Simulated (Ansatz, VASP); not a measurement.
Given: the input of a run of VASP 6.6.1 on SnO2.

Contents of INCAR:

```
AGGAC = 1.0
AGGAX = 1.0
ALDAC = 0.0
ALDAX = 1.0
ALGO = Normal
EDIFF = 1E-6
ENCUT = 520
GGA = B5
ISIF = 2
ISMEAR = -1
IVDW = 12
LASPH = True
LCHARG = True
LELF = True
LREAL = False
LVHAR = True
LWAVE = False
NBANDS = 35
NELM = 80
PREC = Accurate
SIGMA = 0.05
VDW_A1 = 0.4298
VDW_A2 = 4.2359
VDW_S6 = 1.0
VDW_S8 = 2.6996
```

KPOINTS

```
k-points
0
Gamma
  6 6 8
```

POSCAR

```
SnO2
1.0
    4.6412789831      0.0000000000      0.0000000000
    0.0000000000      4.6412789831      0.0000000000
    0.0000000000      0.0000000000      3.1214511354
Sn O
2 4
Direct
    0.5000000000      0.5000000000      0.5000000000
    0.0000000000      0.0000000000      0.0000000000
    0.8071000000      0.1929000000      0.5000000000
    0.6929000000      0.6929000000      0.0000000000
    0.1929000000      0.8071000000      0.5000000000
    0.3071000000      0.3071000000      0.0000000000
```

Potentials or basis: VASP PAW PBE potentials, release 64 (Sn_d, O).

Run with:

```console
$ cat potpaw_PBE.64/Sn_d/POTCAR potpaw_PBE.64/O/POTCAR > POTCAR
$ mpirun -np 1 vasp_std > vasp.out
```

Problem. Translate it to Ansatz 0.2.0. Potentials there: Ansatz PAW.

Solution. As run (the cutoff follows the program's own potentials):

File input.yaml:

```yaml
crystal:
  lattice:
    - [4.6412789831, 0.0, 0.0]
    - [0.0, 4.6412789831, 0.0]
    - [0.0, 0.0, 3.1214511354]
  atoms:
    - { symbol: Sn, position: [0.5, 0.5, 0.5] }
    - { symbol: Sn, position: [0.0, 0.0, 0.0] }
    - { symbol: O, position: [0.8071, 0.1929, 0.5] }
    - { symbol: O, position: [0.6929, 0.6929, 0.0] }
    - { symbol: O, position: [0.1929, 0.8071, 0.5] }
    - { symbol: O, position: [0.3071, 0.3071, 0.0] }
hamiltonian:
  xc: blyp
  pseudopotentials: { kind: paw }
  dispersion: d3bj
kpoints:
  mp_grid: { grid: [6, 6, 8] }
scf:
  occupations: { method: fermi_dirac, width: 0.05 }
output:
  forces: true
  stress: true
  eigenvalues: true
```

Potentials or basis: Ansatz PAW.

The run is started by

```sh
$ ansatz run input.yaml --threads 2 --pin off --max-ram 5120MiB --backend cpu --events-out ev --progress --plain --runs-dir out
```

Both were run:

|  | VASP | Ansatz | Ansatz less VASP |
| --- | --- | --- | --- |
| gap on the k mesh at the Fermi level (eV) | 2.12 | 2.08 | -0.041 |
| least direct gap on the mesh (eV) | 2.12 | 2.08 | -0.041 |
| pressure (GPa) | 27.8 | 26.2 | -1.58 |
| traceless stress, the component that is largest in VASP (GPa) | 6.71 | 6.21 | -0.492 |
| rms of the force components (eV/Å) | 0.322 | 0.305 | -0.0169 |

VASP's potentials were made for PBE, not for BLYP. Atom by atom the forces differ by 0.017 eV/Å (rms over components).

Noted on Ansatz's run: Pulay correction over one GPa.
